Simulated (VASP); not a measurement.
Set up this calculation in VASP 6.6.1, as the native input.

* Task: single point
* Functional: PBEsol
* Potentials or basis: VASP PAW PBE potentials, release 64 (Sb)
* Cutoff: 520 eV
* k mesh: 12 × 12 × 12
* Occupations: fermi-dirac, width 0.05 eV
* Spin: no spin polarisation
* Dipole correction: no
* Further INCAR settings: ALGO = Normal; EDIFF = 1e-07; NBANDS = 8

The structure of Sb lies in POSCAR:

```
Sb
1.0
    0.0230500000      2.3165250000      2.3165250000
    2.3165250000      0.0230500000      2.3165250000
    2.3165250000      2.3165250000      0.0230500000
Sb
1
Direct
    0.0000000000      0.0000000000      0.0000000000
```

This cell differs from its parent crystal: equal xy, yz and zx shear strains of +1 %.

The input as run:

INCAR

```
ALGO = Normal
EDIFF = 1E-7
ENCUT = 520
GGA = PS
ISIF = 2
ISMEAR = -1
LASPH = T
LCHARG = F
LREAL = F
LWAVE = F
NBANDS = 8
NELM = 60
PREC = Accurate
SIGMA = 0.05
```

KPOINTS

```
k-points
0
Gamma
  12 12 12
```

Potentials or basis: VASP PAW PBE potentials, release 64 (Sb).

Run with:

```console
$ cat potpaw_PBE.64/Sb/POTCAR > POTCAR
$ mpirun -np 1 vasp_std > vasp.out
```

Results of the run:

```yaml
Pressure: 5.3 GPa
```

Caveat: the cell differs from its parent crystal (equal xy, yz and zx shear strains of +1 %); the PAW data sets were made with another functional, which shifts forces and pressure a little.

It took 15 s on 1 thread of Intel Xeon 6975P-C, with other jobs on the host, peak memory 0.16 GiB.
